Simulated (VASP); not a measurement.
# Ru (P6_3/mmc) in VASP: notebook

Ru is run at these levels: PBEsol; tasks: single point.

All numbers are computed with VASP 6.6.1; they aren't measurements. Logs are shortened: lines on timing, memory, paths and dates and some standing lists are left out, and cuts for length are marked.

### 1 The cell of the first run

The structure is hexagonal, space group P6_3/mmc (No. 194). The conventional cell has a = 2.878 Å, b = 2.878 Å, c = 3.742 Å, α = 90.00°, β = 90.00°, γ = 120.00°. Ru (site symmetry -6m2) has 12 Ru at 2.50 to 2.88 Å within 3.3 Å.

### 2 Single point, PBEsol

The input, INCAR:

```
SYSTEM = Ru
PREC = Accurate
ENCUT = 520
EDIFF = 1E-7
ISMEAR = 0
SIGMA = 0.15
LREAL = .False.
LASPH = .True.
NELM = 100
ALGO = Fast
ISIF = 2
LWAVE = .False.
LCHARG = .False.
GGA = PS
NBANDS = 21
```

The input, KPOINTS:

```
regular mesh
0
Gamma
  18 18 10
  0 0 0
```

The input, POSCAR:

```
Ru
1.0
    2.8780000000      0.0000000000      0.0000000000
   -1.4390000000      2.4924211121      0.0000000000
    0.0000000000      0.0000000000      3.7421000000
Ru
2
Direct
    0.3333333333      0.6666666667      0.2500000000
    0.6666666667      0.3333333333      0.7500000000
```

Potentials or basis: VASP PAW PBE potentials, release 64 (Ru_pv).

Launch:

```console
> cat potpaw_PBE.64/Ru_pv/POTCAR > POTCAR
> mpirun -np 1 vasp_std > vasp.out
```

OUTCAR:

```text
SYSTEM = Ru
   PREC = Accurate
   ENCUT = 520
   EDIFF = 1E-7
   ISMEAR = 0
   LREAL = .False.
   LASPH = .True.
   NELM = 100
   ISIF = 2
   GGA = PS

 ion  position               nearest neighbor table
   1  0.333  0.667  0.250-   2 2.50   2 2.50   2 2.50   2 2.50   2 2.50   2 2.50
   2  0.667  0.333  0.750-   1 2.50   1 2.50   1 2.50   1 2.50   1 2.50   1 2.50

  LATTYP: Found a hexagonal cell.
 ALAT       =     2.8780000000
 C/A-ratio  =     1.3002432245

  Lattice vectors:

 A1 = (   2.8780000000,   0.0000000000,   0.0000000000)
 A2 = (  -1.4390000000,   2.4924211121,   0.0000000000)
 A3 = (   0.0000000000,   0.0000000000,   3.7421000000)

Analysis of symmetry for initial positions (statically):
=====================================================================
 Subroutine PRICEL returns:
 Original cell was already a primitive cell.

 Routine SETGRP: Setting up the symmetry group for a
 hexagonal supercell.

 Subroutine GETGRP returns: Found 24 space group operations
 (whereof 12 operations were pure point group operations)
 out of a pool of 24 trial point group operations.

The static configuration has the point symmetry D_3d.
 The point group associated with its full space group is D_6h.

Analysis of symmetry for dynamics (positions and initial velocities):
=====================================================================
 Subroutine PRICEL returns:
 Original cell was already a primitive cell.

 Routine SETGRP: Setting up the symmetry group for a
 hexagonal supercell.

 Subroutine GETGRP returns: Found 24 space group operations
 (whereof 12 operations were pure point group operations)
 out of a pool of 24 trial point group operations.

The dynamic configuration has the point symmetry D_3d.
 The point group associated with its full space group is D_6h.

 Subroutine INISYM returns: Found 24 space group operations
 (whereof 12 operations are pure point group operations),
 and found     1 'primitive' translations

----------------------------------------------------------------------------------------

                                     Primitive cell

  volume of cell :      26.8428

  direct lattice vectors                    reciprocal lattice vectors
     2.878000000  0.000000000  0.000000000     0.347463516  0.200608155  0.000000000
    -1.439000000  2.492421112  0.000000000     0.000000000  0.401216309  0.000000000
     0.000000000  0.000000000  3.742100000     0.000000000  0.000000000  0.267229630

  length of vectors
     2.878000000  2.878000000  3.742100000     0.401216309  0.401216309  0.267229630
[... 75 lines left out ...]
   ISPIN  =      1    spin polarized calculation?
   LNONCOLLINEAR =      F non collinear calculations
   LSORBIT =      F    spin-orbit coupling
   LASPH  =      T    aspherical Exc in radial PAW
   ENCUT  =  520.0 eV  38.22 Ry    6.18 a.u.   5.35  5.35  6.96*2*pi/ulx,y,z
   NELM   =    100;   NELMIN=  2; NELMDL= -5     # of ELM steps
   EDIFF  = 0.1E-06   stopping-criterion for ELM
   LREAL  =      F    real-space projection
   EDIFFG = 0.1E-05   stopping-criterion for IOM
   NSW    =      0    number of steps for IOM
   IBRION =     -1    ionic relax: 0-MD 1-quasi-New 2-CG
   NFREE  =      0    steps in history (QN), initial steepest desc. (CG)
   ISIF   =      2    stress and relaxation
   ISYM   =      2    0-nonsym 1-usesym 2-fastsym
   POTIM  = 0.5000    time-step for ionic-motion
   TEBEG  =    0.0;   TEEND  =   0.0 temperature during run
   PSTRESS=    0.0 pullay stress
   NELECT =      28.0000    total number of electrons
   NUPDOWN=      -1.0000    fix difference up-down
   EMIN   =  10.00;   EMAX   =-10.00  energy-range for DOS
   EFERMI =   0.00;   METHOD = LEGACY
   ISMEAR =     0;   SIGMA  =   0.15  broadening in eV -4-tet -1-fermi 0-gaus
   EFERMI_NEDOS =   21; number of points for ismear=-14 and -15
   IALGO  =     68    algorithm
   IMIX   =      4    mixing-type and parameters
     AMIX     =   0.40;   BMIX     =  1.00
     AMIX_MAG =   1.60;   BMIX_MAG =  1.00
  volume/ion in A,a.u.               =      13.42        90.57
  Fermi-wavevector in a.u.,A,eV,Ry     =   1.660294  3.137501 37.505492  2.756576
  Thomas-Fermi vector in A             =   2.747555
   LORBIT       =      0    0 simple, 1 ext, 2 COOP (PROOUT), +10 PAW based schemes
   GGA     = PS    functional components
   LHFCALC =     F    Hartree Fock is set to
   AEXX    =    0.0000 exact exchange contribution
   IVDW    =     0    specifies the selected vdW correction
   LEPSILON=     F    determine dielectric tensor
   LRPA    =     F    only Hartree local field effects (RPA)
 non-spin polarized calculation
 RMM-DIIS sequential band-by-band and
 Gauss-broadening in eV      SIGMA  =   0.15
  energy-cutoff  :      520.00
  volume of cell :       26.84
 maximum number of plane-waves:       746
 NGX is ok and might be reduce to    24

 number of electron      28.0000005 magnetization

 Free energy of the ion-electron system (eV)
  ---------------------------------------------------
  ext. energy  EPLUGINS =         0.00000000
  ---------------------------------------------------
  free energy    TOTEN  =       -19.50241724 eV

  energy without entropy =      -19.48597283  energy(sigma->0) =      -19.49419503

 E-fermi :  13.0458     XC(G=0): -14.3067

 val. band max:       13.0429747864   @ k =   0.0556   0.0556   0.3000
 cond. band min:      13.0479630256   @ k =   0.4444   0.0000   0.0000
 fundamental gap:      0.0049882392
 Fermi energy:        13.0458060110

 k-point     1 :       0.0000    0.0000    0.0000
  band No.  band energies     occupation
      1     -30.9647      2.00000
      2     -29.9633      2.00000
      3     -29.9633      2.00000
      4     -29.5310      2.00000
      5     -29.5310      2.00000
      6     -29.3611      2.00000
[... 565 lines left out ...]
     20      23.3380      0.00000
     21      25.2418      0.00000

 [... further k-points ...]
[... 5 lines left out ...]
  --------------------------------------------------------------------------------------
  -------------------------------------------------------------------------------------
  Total       -1.6165872     -1.6165872      9.4318239      0.0000000      0.0000000      0.0000000
  in kB      -96.4899601    -96.4899601    562.9614619      0.0000000      0.0000000      0.0000000
  external PRESSURE =     123.3271806 kB  Pullay stress =       0.0000000 kB

 VOLUME and BASIS-vectors are now :
 -----------------------------------------------------------------------------
  energy-cutoff  :      520.00
  volume of cell :       26.84
      direct lattice vectors                 reciprocal lattice vectors
     2.878000000  0.000000000  0.000000000     0.347463516  0.200608155  0.000000000
    -1.439000000  2.492421112  0.000000000     0.000000000  0.401216309  0.000000000
     0.000000000  0.000000000  3.742100000     0.000000000  0.000000000  0.267229630

 POSITION                                       TOTAL-FORCE (eV/Angst)
 -----------------------------------------------------------------------------------
     -0.00000      1.66161      0.93553         0.000000      0.000000      0.000000
      1.43900      0.83081      2.80658        -0.000000     -0.000000      0.000000
 -----------------------------------------------------------------------------------
    total drift:                               -0.000000      0.000000     -0.000000

  FREE ENERGIE OF THE ION-ELECTRON SYSTEM (eV)
  ---------------------------------------------------
  free  energy   TOTEN  =       -19.5024172374 eV

  energy  without entropy=      -19.4859728251  energy(sigma->0) =      -19.49419503
```

OSZICAR:

```text
N       E                     dE             d eps       ncg     rms          rms(c)
DAV:   1     0.288973491176E+03    0.28897E+03   -0.17559E+04  9348   0.149E+03
DAV:   2    -0.149153237600E+02   -0.30389E+03   -0.29426E+03  9584   0.447E+02
DAV:   3    -0.208262011283E+02   -0.59109E+01   -0.58797E+01 10754   0.698E+01
DAV:   4    -0.208709143121E+02   -0.44713E-01   -0.44655E-01 11897   0.575E+00
DAV:   5    -0.208715012696E+02   -0.58696E-03   -0.58400E-03 10428   0.593E-01    0.209E+01
RMM:   6    -0.196010698576E+02    0.12704E+01   -0.26735E+00  9547   0.136E+01    0.628E+00
RMM:   7    -0.195112248092E+02    0.89845E-01   -0.37093E-01 10257   0.452E+00    0.143E+00
RMM:   8    -0.195022166039E+02    0.90082E-02   -0.32746E-02 10501   0.170E+00    0.300E-01
RMM:   9    -0.195023452896E+02   -0.12869E-03   -0.36382E-03 10750   0.527E-01    0.492E-02
RMM:  10    -0.195024091210E+02   -0.63831E-04   -0.64253E-04 11223   0.223E-01    0.234E-02
RMM:  11    -0.195024139391E+02   -0.48181E-05   -0.17642E-04 11447   0.117E-01    0.128E-02
RMM:  12    -0.195024167917E+02   -0.28526E-05   -0.44679E-05 11767   0.602E-02    0.401E-03
RMM:  13    -0.195024170231E+02   -0.23136E-06   -0.10097E-05 12195   0.280E-02    0.157E-03
RMM:  14    -0.195024171926E+02   -0.16954E-06   -0.16081E-06 11238   0.126E-02    0.148E-03
RMM:  15    -0.195024172374E+02   -0.44754E-07   -0.30754E-07  8842   0.615E-03
   1 F= -.19502417E+02 E0= -.19494195E+02  d E =-.164444E-01
```

Wall time 42 s (1 thread of Intel Xeon 6975P-C (Granite Rapids), shared host); peak memory 0.21 GiB.

Results:

| Item | Value |
| --- | --- |
| Free energy | -19.5024 eV |
| Pressure | 12.3 GPa |
| Band gap on the k mesh | zero (band 14 reaches 14.47 eV, above the bottom of band 15 at 11.90 eV) |

Levels at points of the mesh, in eV from the Fermi level:
```csv
k point,band 12,band 13,band 14,band 15,band 16,band 17
"(0.00, 0.00, 0.00)",-2.94,-1.85,-1.85,-0.78,1.15,1.15
"(0.50, 0.00, 0.00)",-1.05,-0.49,0.12,1.18,2.70,3.25
"(0.00, 0.00, 0.50)",-3.90,-1.67,-1.67,1.00,1.00,1.00
"(0.50, 0.00, 0.50)",-1.97,0.13,0.13,0.89,0.89,2.91
```

Caveat: the PAW data sets were made with another functional, which shifts forces and pressure a little.

### 3 Single point, PBEsol

This run uses another cell than the first one, of the same volume but with other edges.

The input, INCAR:

```
SYSTEM = Ru
PREC = Accurate
ENCUT = 520
EDIFF = 1E-6
ISMEAR = 0
SIGMA = 0.15
LREAL = .FALSE.
LASPH = .TRUE.
NELM = 80
ALGO = Fast
ISIF = 2
LWAVE = .FALSE.
LCHARG = .FALSE.
GGA = PS
NBANDS = 21
```

The input, KPOINTS:

```
Automatic mesh
0
G
  18 18 10
  0 0 0
```

The input, POSCAR:

```
Ru
1.0
    2.8027000000      0.0000000000      0.0000000000
   -1.4013500000      2.4272093992      0.0000000000
    0.0000000000      0.0000000000      3.9462000000
Ru
2
Direct
    0.3333333333      0.6666666667      0.2500000000
    0.6666666667      0.3333333333      0.7500000000
```

Potentials or basis: VASP PAW PBE potentials, release 64 (Ru_pv).

Launch:

```console
> cat potpaw_PBE.64/Ru_pv/POTCAR > POTCAR
> mpirun -np 1 vasp_std > vasp.out
```

Run time: 39 s. Hardware: 1 thread of Intel Xeon 6975P-C (Granite Rapids), shared host; peak memory 0.21 GiB.

It converged, with:

* Free energy: -20.0203 eV
* Pressure: 3.8 GPa
* Band gap on the k mesh: zero (band 14 reaches 14.33 eV, above the bottom of band 15 at 11.47 eV)

Stress tensor (GPa, compression positive):
```
-12.40   0.00   0.00
  0.00 -12.40   0.00
  0.00   0.00  36.18
```

Levels at points of the mesh, in eV from the Fermi level:
| k point | band 10 | band 11 | band 12 | band 13 | band 14 | band 15 | band 16 | band 17 | band 18 | band 19 |
| --- | --- | --- | --- | --- | --- | --- | --- | --- | --- | --- |
| (0.00, 0.00, 0.00) | -2.87 | -2.36 | -2.36 | -1.88 | -1.88 | -1.42 | 1.16 | 1.16 | 2.68 | 10.24 |
| (0.50, 0.00, 0.00) | -3.93 | -2.30 | -1.46 | -0.92 | 0.67 | 1.42 | 2.43 | 3.68 | 5.64 | 10.25 |
| (0.00, 0.00, 0.50) | -3.41 | -3.41 | -3.41 | -2.15 | -2.15 | 0.74 | 0.74 | 0.74 | 0.74 | 10.25 |
| (0.50, 0.00, 0.50) | -4.24 | -1.59 | -1.59 | 0.28 | 0.28 | 1.18 | 1.18 | 3.16 | 3.16 | 10.21 |

Caveat: the PAW data sets were made with another functional, which shifts forces and pressure a little.

### 4 Single point, PBEsol

This run uses another cell than the first one, of 11.64 Å³/atom, 0.867 times its volume.

The input, INCAR:

```
ALGO = Normal
EDIFF = 1E-7
ENCUT = 520
GGA = PS
ISIF = 2
ISMEAR = 0
LASPH = T
LCHARG = F
LREAL = F
LWAVE = F
NBANDS = 21
NELM = 60
PREC = Accurate
SIGMA = 0.15
```

The input, KPOINTS:

```
k-points
0
Gamma
  18 18 10
```

The input, POSCAR:

```
Ru
1.0
    2.5767000000      0.0000000000      0.0000000000
   -1.2883500000      2.2314876579      0.0000000000
    0.0000000000      0.0000000000      4.0483000000
Ru
2
Direct
    0.3333333333      0.6666666667      0.2500000000
    0.6666666667      0.3333333333      0.7500000000
```

Launch:

```console
> cat potpaw_PBE.64/Ru_pv/POTCAR > POTCAR
> mpirun -np 1 vasp_std > vasp.out
```

Run time: 44 s. Hardware: 1 thread of AMD EPYC 9R45 (Zen 5), shared host; peak memory 0.17 GiB.

Results (log left out):

```
Free energy            : -19.7459 eV
Pressure               : 65.1 GPa
Band gap on the k mesh : zero (band 14 reaches 17.62 eV, above the bottom of band 15 at 13.66 eV)
```

Stress tensor (GPa, compression positive):
```
62.23  0.00  0.00
 0.00 62.23  0.00
 0.00  0.00 70.74
```

Levels at points of the mesh, in eV from the Fermi level:
```
           k point  band 10  band 11  band 12  band 13  band 14  band 15  band 16  band 17  band 18  band 19
(0.00, 0.00, 0.00)    -3.31    -2.97    -2.40    -2.40    -1.82    -1.82     1.49     1.49     1.61    10.14
(0.50, 0.00, 0.00)    -3.87    -2.47    -2.08    -1.80     1.82     2.38     2.55     5.01     7.34    10.14
(0.00, 0.00, 0.50)    -3.52    -3.52    -3.52    -3.17    -3.17     0.74     0.74     0.74     0.74    10.14
(0.50, 0.00, 0.50)    -5.66    -1.38    -1.38     0.58     0.58     2.16     2.16     4.08     4.08    10.14
```

Caveat: the PAW data sets were made with another functional, which shifts forces and pressure a little.

### 5 Summary

| cell | gap on the mesh (eV) | pressure (GPa) |
| --- | --- | --- |
| a = 2.878, b = 2.878, c = 3.742 Å, angles 90.0, 90.0, 120.0°, 2 atoms | none | 12.3 |
| a = 2.803, b = 2.803, c = 3.946 Å, angles 90.0, 90.0, 120.0°, 2 atoms | none | 3.8 |
| a = 2.577, b = 2.577, c = 4.048 Å, angles 90.0, 90.0, 120.0°, 2 atoms | none | 65.1 |

Alike in all rows: task single point; level PBEsol; potentials or basis VASP PAW PBE potentials, release 64 (Ru_pv); no spin polarisation; k mesh 18 × 18 × 10; cutoff (eV) 520; smearing gaussian 0.15 eV.

Caveats: the PAW data sets were made with another functional, which shifts forces and pressure a little.

Total energies depend on the potentials used, so only differences within one code and one set of settings carry meaning.
